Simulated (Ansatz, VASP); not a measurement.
## H10SO4 in VASP and in Ansatz

```
CELL_PARAMETERS angstrom
5.45136 0.00000 0.00000
0.00000 5.45136 0.00000
0.00000 0.00000 5.45136
ATOMIC_POSITIONS crystal
O 0.86628 0.96553 0.61932
O 0.75987 0.52367 0.83790
O 0.38566 0.21718 0.68115
O 0.10228 0.09949 0.08717
H 0.70781 0.04758 0.61904
H 0.83118 0.80182 0.68444
H 0.61387 0.44345 0.77058
H 0.72599 0.53675 0.01230
H 0.24298 0.21997 0.57589
H 0.31758 0.15839 0.83656
H 0.05316 0.99453 0.22192
H 0.98607 0.06883 0.95439
H 0.48062 0.84966 0.19104
H 0.31116 0.53934 0.20303
S 0.47623 0.65681 0.34396
```

Alike in both runs: functional r2SCAN; k mesh 1 × 1 × 1; occupations fermi-dirac, width 0.02 eV; no spin polarisation.

Ansatz relaxed the structure, and its values are those at the end. VASP's run is a single point on that final structure, the one shown.

```csv
,VASP,Ansatz
version,VASP 6.6.1,Ansatz 0.2.0
potentials or method,"VASP PAW PBE potentials, release 64 (O, H, S), cutoff 520 eV","scalar-relativistic, plane waves, PAW"
valence electrons in the cell,40,40
```

VASP gave:

* rms of the force components (eV/Å): 0.079

Question: Estimate Ansatz's values.

Answer: rms of the force components (eV/Å): 0.097.

VASP's potentials were made for PBE, not for r2SCAN. The functional is the same, so the differences come from potentials, cutoffs and numerics.
